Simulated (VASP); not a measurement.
# PtS2 (P-3m1) in VASP: single point with PBE

Aim: the single point of PtS2 with PBE.

Program: VASP 6.6.1. These are calculated values, not measurements. Logs are shortened: lines on timing, memory, paths and dates and some standing lists are left out, and cuts for length are marked.

## 1. The cell of the first run

It takes space group P-3m1 (No. 164, trigonal). The conventional cell has a = 3.720 Å, b = 3.720 Å, c = 5.291 Å, α = 90.00°, β = 90.00°, γ = 120.00°. Pt (site symmetry -3m) has 6 S at 2.52 Å within 3.3 Å. S (site symmetry 3m) has 3 Pt at 2.52 Å and 6 S at 3.41 Å within 3.5 Å.

## 2. Single point, PBE (strain +0.050 along x and y, +0.050 along z)

INCAR reads:

```
SYSTEM = PtS2
  PREC = Accurate
  ENCUT = 520
  EDIFF = 1E-6
  ISMEAR = 0
  SIGMA = 0.05
  LREAL = .FALSE.
  LASPH = .TRUE.
  NELM = 100
  ALGO = Normal
  ISIF = 2
  LWAVE = .FALSE.
  LCHARG = .FALSE.
  GGA = PE
  NBANDS = 18
```

KPOINTS reads:

```
regular mesh
0
G
  12 12 8
  0 0 0
```

POSCAR reads:

```
PtS2
1.0
    3.7203594496      0.0000000000      0.0000000000
   -1.8601797248      3.2219257945      0.0000000000
    0.0000000000      0.0000000000      5.2907400000
Pt S
1 2
Direct
    0.0000000000      0.0000000000      0.0000000000
    0.3333333333      0.6666666667      0.2500000000
    0.6666666667      0.3333333333      0.7500000000
```

Potentials or basis: VASP PAW PBE potentials, release 64 (Pt, S).

On the command line:

```console
> cat potpaw_PBE.64/Pt/POTCAR potpaw_PBE.64/S/POTCAR > POTCAR
> mpirun -np 1 vasp_std > vasp.out
```

OUTCAR:

```text
SYSTEM = PtS2
   PREC = Accurate
   ENCUT = 520
   EDIFF = 1E-6
   ISMEAR = 0
   LREAL = .FALSE.
   LASPH = .TRUE.
   NELM = 100
   ISIF = 2
   GGA = PE

 ion  position               nearest neighbor table
   1  0.000  0.000  0.000-   2 2.52   3 2.52   2 2.52   3 2.52   3 2.52   2 2.52
   2  0.333  0.667  0.250-   1 2.52   1 2.52   1 2.52
   3  0.667  0.333  0.750-   1 2.52   1 2.52   1 2.52

  LATTYP: Found a hexagonal cell.
 ALAT       =     3.7203594496
 C/A-ratio  =     1.4221045229

  Lattice vectors:

 A1 = (   3.7203594496,   0.0000000000,   0.0000000000)
 A2 = (  -1.8601797248,   3.2219257945,   0.0000000000)
 A3 = (   0.0000000000,   0.0000000000,   5.2907400000)

Analysis of symmetry for initial positions (statically):
=====================================================================
 Subroutine PRICEL returns:
 Original cell was already a primitive cell.

 Routine SETGRP: Setting up the symmetry group for a
 hexagonal supercell.

 Subroutine GETGRP returns: Found 12 space group operations
 (whereof 12 operations were pure point group operations)
 out of a pool of 24 trial point group operations.

The static configuration has the point symmetry D_3d.

Analysis of symmetry for dynamics (positions and initial velocities):
=====================================================================
 Subroutine PRICEL returns:
 Original cell was already a primitive cell.

 Routine SETGRP: Setting up the symmetry group for a
 hexagonal supercell.

 Subroutine GETGRP returns: Found 12 space group operations
 (whereof 12 operations were pure point group operations)
 out of a pool of 24 trial point group operations.

The dynamic configuration has the point symmetry D_3d.

 Subroutine INISYM returns: Found 12 space group operations
 (whereof 12 operations are pure point group operations),
 and found     1 'primitive' translations

----------------------------------------------------------------------------------------

                                     Primitive cell

  volume of cell :      63.4186

  direct lattice vectors                    reciprocal lattice vectors
     3.720359450  0.000000000  0.000000000     0.268791232  0.155186690  0.000000000
    -1.860179725  3.221925795  0.000000000     0.000000000  0.310373380  0.000000000
     0.000000000  0.000000000  5.290740000     0.000000000  0.000000000  0.189009477

  length of vectors
     3.720359450  3.720359450  5.290740000     0.310373380  0.310373380  0.189009477

  position of ions in fractional coordinates (direct lattice)
     0.000000000  0.000000000  0.000000000
     0.333333333  0.666666667  0.250000000
     0.666666667  0.333333333  0.750000000

  ion indices of the primitive-cell ions
   primitive index   ion index
                 1           1
                 2           2
                 3           3

----------------------------------------------------------------------------------------

 KPOINTS: regular mesh

Automatic generation of k-mesh.
 Grid dimensions read from file:
 generate k-points for:   12   12    8

 Generating k-lattice:

  Cartesian coordinates                     Fractional coordinates (reciprocal lattice)
     0.022399269  0.012932224  0.000000000     0.083333333 -0.000000000  0.000000000
     0.000000000  0.025864448  0.000000000     0.000000000  0.083333333  0.000000000
     0.000000000  0.000000000  0.023626185     0.000000000  0.000000000  0.125000000

  Length of vectors
     0.025864448  0.025864448  0.023626185

  Shift w.r.t. Gamma in fractional coordinates (k-lattice)
     0.000000000  0.000000000  0.000000000

 Subroutine IBZKPT returns following result:
 ===========================================

 Found    131 irreducible k-points:

 Following reciprocal coordinates:
            Coordinates               Weight
  0.000000  0.000000  0.000000      1.000000
  0.083333 -0.000000  0.000000      6.000000
  0.166667 -0.000000  0.000000      6.000000
  0.250000 -0.000000  0.000000      6.000000
  0.333333  0.000000  0.000000      6.000000
  0.416667 -0.000000  0.000000      6.000000
[... 16 lines left out ...]
  0.166667 -0.000000  0.125000      6.000000
  0.000000  0.166667  0.125000      6.000000
 [... further k-points ...]
   k-points           NKPTS =    131   k-points in BZ     NKDIM =    131   number of bands    NBANDS=     18
   number of dos      NEDOS =    301   number of ions     NIONS =      3
   total plane-waves  NPLWV =  31360
   dimension x,y,z NGX =    28 NGY =   28 NGZ =   40
   dimension x,y,z NGXF=    56 NGYF=   56 NGZF=   80
   ions per type =               1   2
   NGX,Y,Z   is equivalent  to a cutoff of  12.51, 12.51, 12.57 a.u.
   NGXF,Y,Z  is equivalent  to a cutoff of  25.02, 25.02, 25.14 a.u.
 SYSTEM =  PtS2
   PREC   = accura    normal or accurate (medium, high low for compatibility)
   ISTART =      0    job   : 0-new  1-cont  2-samecut
   ICHARG =      2    charge: 1-file 2-atom 10-const
   ISPIN  =      1    spin polarized calculation?
   LNONCOLLINEAR =      F non collinear calculations
   LSORBIT =      F    spin-orbit coupling
   LASPH  =      T    aspherical Exc in radial PAW
   ENCUT  =  520.0 eV  38.22 Ry    6.18 a.u.   6.92  6.92  9.84*2*pi/ulx,y,z
   NELM   =    100;   NELMIN=  2; NELMDL= -5     # of ELM steps
   EDIFF  = 0.1E-05   stopping-criterion for ELM
   LREAL  =      F    real-space projection
   EDIFFG = 0.1E-04   stopping-criterion for IOM
   NSW    =      0    number of steps for IOM
   IBRION =     -1    ionic relax: 0-MD 1-quasi-New 2-CG
   NFREE  =      0    steps in history (QN), initial steepest desc. (CG)
   ISIF   =      2    stress and relaxation
   ISYM   =      2    0-nonsym 1-usesym 2-fastsym
   POTIM  = 0.5000    time-step for ionic-motion
   TEBEG  =    0.0;   TEEND  =   0.0 temperature during run
   PSTRESS=    0.0 pullay stress
   NELECT =      22.0000    total number of electrons
   NUPDOWN=      -1.0000    fix difference up-down
   EMIN   =  10.00;   EMAX   =-10.00  energy-range for DOS
   EFERMI =   0.00;   METHOD = LEGACY
   ISMEAR =     0;   SIGMA  =   0.05  broadening in eV -4-tet -1-fermi 0-gaus
   EFERMI_NEDOS =   21; number of points for ismear=-14 and -15
   IALGO  =     38    algorithm
   IMIX   =      4    mixing-type and parameters
     AMIX     =   0.40;   BMIX     =  1.00
     AMIX_MAG =   1.60;   BMIX_MAG =  1.00
  volume/ion in A,a.u.               =      21.14       142.66
  Fermi-wavevector in a.u.,A,eV,Ry     =   1.150297  2.173747 18.003010  1.323184
  Thomas-Fermi vector in A             =   2.286962
   LORBIT       =      0    0 simple, 1 ext, 2 COOP (PROOUT), +10 PAW based schemes
   GGA     = PE    functional components
   LHFCALC =     F    Hartree Fock is set to
   AEXX    =    0.0000 exact exchange contribution
   IVDW    =     0    specifies the selected vdW correction
   LEPSILON=     F    determine dielectric tensor
   LRPA    =     F    only Hartree local field effects (RPA)
 non-spin polarized calculation
 Gauss-broadening in eV      SIGMA  =   0.05
  energy-cutoff  :      520.00
  volume of cell :       63.42
 maximum number of plane-waves:      1725
   NGX = 13   NGY = 13   NGZ = 19

 number of electron      22.0000001 magnetization

 Free energy of the ion-electron system (eV)
  ---------------------------------------------------
  ext. energy  EPLUGINS =         0.00000000
  ---------------------------------------------------
  free energy    TOTEN  =       -15.01732366 eV

  energy without entropy =      -15.01732366  energy(sigma->0) =      -15.01732366

 E-fermi :   5.0825     XC(G=0):  -9.9755

 val. band max:        4.8877101352   @ k =   0.0000   0.0000   0.0000
 cond. band min:       5.2877058194   @ k =   0.0000   0.2500   0.3750
 fundamental gap:      0.3999956842
 Fermi energy:         5.0825126673

 k-point     1 :       0.0000    0.0000    0.0000
  band No.  band energies     occupation
      1      -9.1525      2.00000
      2      -7.0933      2.00000
      3      -0.9902      2.00000
      4      -0.4238      2.00000
      5      -0.4238      2.00000
      6       1.8293      2.00000
[... 10 lines left out ...]
     17      12.9592      0.00000
     18      16.9399      0.00000

 k-point     2 :       0.0833   -0.0000    0.0000
  band No.  band energies     occupation
      1      -9.0852      2.00000
      2      -7.1131      2.00000
      3      -0.9068      2.00000
      4      -0.3843      2.00000
      5      -0.3816      2.00000
      6       1.7182      2.00000
[... 10 lines left out ...]
     17      13.1693      0.00000
     18      15.8993      0.00000

 k-point     3 :       0.1667   -0.0000    0.0000
  band No.  band energies     occupation
      1      -8.8915      2.00000
      2      -7.1688      2.00000
      3      -0.6748      2.00000
      4      -0.2677      2.00000
      5      -0.2548      2.00000
      6       1.2975      2.00000
[... 10 lines left out ...]
     17      13.6653      0.00000
     18      14.6369      0.00000

 k-point     4 :       0.2500   -0.0000    0.0000
  band No.  band energies     occupation
      1      -8.5975      2.00000
      2      -7.2511      2.00000
      3      -0.4012      2.00000
      4      -0.1239      2.00000
      5       0.0237      2.00000
      6       0.6009      2.00000
[... 10 lines left out ...]
     17      13.8459      0.00000
     18      13.8524      0.00000

 k-point     5 :       0.3333    0.0000    0.0000
  band No.  band energies     occupation
      1      -8.2503      2.00000
      2      -7.3523      2.00000
      3      -0.5068      2.00000
      4      -0.0112      2.00000
      5       0.2356      2.00000
      6       0.5203      2.00000
[... 10 lines left out ...]
     17      13.4681      0.00000
     18      14.0444      0.00000

 k-point     6 :       0.4167   -0.0000    0.0000
  band No.  band energies     occupation
      1      -7.9160      2.00000
      2      -7.4776      2.00000
      3      -0.9792      2.00000
      4       0.0391      2.00000
      5       0.4264      2.00000
      6       1.1066      2.00000
[... 10 lines left out ...]
     17      13.1178      0.00000
     18      14.9693      0.00000

 k-point     7 :       0.5000   -0.0000    0.0000
  band No.  band energies     occupation
      1      -7.6571      2.00000
      2      -7.6523      2.00000
      3      -1.1784      2.00000
      4       0.0496      2.00000
      5       0.5669      2.00000
      6       1.4016      2.00000
[... 10 lines left out ...]
     17      12.9893      0.00000
     18      15.6012      0.00000

 k-point     8 :       0.0833    0.0833    0.0000
  band No.  band energies     occupation
      1      -8.9547      2.00000
      2      -7.1508      2.00000
      3      -0.7470      2.00000
      4      -0.3054      2.00000
      5      -0.3009      2.00000
      6       1.5612      2.00000
[... 10 lines left out ...]
     17      13.5671      0.00000
     18      14.9397      0.00000
[... 229 lines left out ...]
     17      13.7772      0.00000
     18      15.0066      0.00000

 k-point    20 :       0.0000    0.0000    0.1250
  band No.  band energies     occupation
      1      -9.1087      2.00000
      2      -7.1833      2.00000
      3      -0.8449      2.00000
      4      -0.4193      2.00000
      5      -0.4193      2.00000
      6       1.8267      2.00000
[... 10 lines left out ...]
     17      12.9148      0.00000
     18      16.6412      0.00000

 k-point    21 :       0.0833   -0.0000    0.1250
  band No.  band energies     occupation
      1      -9.0416      2.00000
      2      -7.1992      2.00000
      3      -0.7864      2.00000
      4      -0.3737      2.00000
      5      -0.3684      2.00000
      6       1.7244      2.00000
[... 10 lines left out ...]
     17      12.9722      0.00000
     18      15.3980      0.00000

 k-point    22 :       0.0000    0.0833    0.1250
  band No.  band energies     occupation
      1      -9.0424      2.00000
      2      -7.1972      2.00000
      3      -0.8030      2.00000
      4      -0.3865      2.00000
      5      -0.3450      2.00000
      6       1.7009      2.00000
[... 10 lines left out ...]
     17      13.2816      0.00000
     18      15.3728      0.00000

 k-point    23 :       0.1667   -0.0000    0.1250
  band No.  band energies     occupation
      1      -8.8473      2.00000
      2      -7.2479      2.00000
      3      -0.5894      2.00000
      4      -0.2468      2.00000
      5      -0.2388      2.00000
      6       1.3382      2.00000
[... 10 lines left out ...]
     17      13.3368      0.00000
     18      14.3713      0.00000

 k-point    24 :       0.0000    0.1667    0.1250
  band No.  band energies     occupation
      1      -8.8535      2.00000
      2      -7.2329      2.00000
      3      -0.7108      2.00000
      4      -0.2843      2.00000
      5      -0.1212      2.00000
      6       1.2357      2.00000
[... 10 lines left out ...]
     17      13.9579      0.00000
     18      14.2339      0.00000

 [... further k-points ...]

------------------------ aborting loop because EDIFF is reached ----------------------------------------

  FORCE on cell =-STRESS in cart. coord.  units (eV):
  Direction    XX          YY          ZZ          XY          YZ          ZX
  --------------------------------------------------------------------------------------
  -------------------------------------------------------------------------------------
  Total       -5.4030620     -5.4030620     -4.2616821      0.0000000      0.0000000      0.0000000
  in kB     -136.5003218   -136.5003218   -107.6650580      0.0000000      0.0000000      0.0000000
  external PRESSURE =    -126.8885672 kB  Pullay stress =       0.0000000 kB

 VOLUME and BASIS-vectors are now :
 -----------------------------------------------------------------------------
  energy-cutoff  :      520.00
  volume of cell :       63.42
      direct lattice vectors                 reciprocal lattice vectors
     3.720359450  0.000000000  0.000000000     0.268791232  0.155186690  0.000000000
    -1.860179725  3.221925795  0.000000000     0.000000000  0.310373380  0.000000000
     0.000000000  0.000000000  5.290740000     0.000000000  0.000000000  0.189009477

 POSITION                                       TOTAL-FORCE (eV/Angst)
 -----------------------------------------------------------------------------------
      0.00000      0.00000      0.00000        -0.000000      0.000000      0.000000
     -0.00000      2.14795      1.32269        -0.000000      0.000000     -1.695397
      1.86018      1.07398      3.96806         0.000000     -0.000000      1.695397
 -----------------------------------------------------------------------------------
    total drift:                               -0.000000     -0.000000     -0.000000

  FREE ENERGIE OF THE ION-ELECTRON SYSTEM (eV)
  ---------------------------------------------------
  free  energy   TOTEN  =       -15.0173236646 eV

  energy  without entropy=      -15.0173236646  energy(sigma->0) =      -15.01732366
```

Wall time 98 s (1 thread of Intel Xeon Platinum 8488C (Sapphire Rapids), shared host); peak memory 0.28 GiB.

Results:

```
Free energy            : -15.0173 eV
Pressure               : -12.7 GPa
Largest force          : 1.695 eV/Å
Band gap on the k mesh : 0.40 eV (least direct gap 0.68 eV)
```

Forces on the atoms (eV/Å):
```
Pt   0.000  0.000  0.000
S    0.000  0.000 -1.695
S    0.000  0.000  1.695
```

Levels at points of the mesh, in eV from the valence-band top:
| k point | band 9 | band 10 | band 11 | band 12 | band 13 | band 14 |
| --- | --- | --- | --- | --- | --- | --- |
| (0.00, 0.00, 0.00) | -0.95 | -0.95 | 0.00 | 1.48 | 1.48 | 4.20 |
| (0.50, 0.00, 0.00) | -2.56 | -2.52 | -2.19 | 1.05 | 1.93 | 4.87 |
| (0.00, 0.00, 0.50) | -1.35 | -1.21 | -1.21 | 1.95 | 1.95 | 5.57 |
| (0.50, 0.00, 0.50) | -2.27 | -2.20 | -1.28 | 1.19 | 1.53 | 4.48 |

Caveat: the cell differs from its parent crystal (strain +0.050 along x and y, +0.050 along z); the cell stands under tension; spin-orbit coupling is left out, which moves the levels of the heavy elements; forces of over 1 eV/Å act on the atoms, so gaps and moduli don't describe the material at rest. A k mesh can miss the band edges.
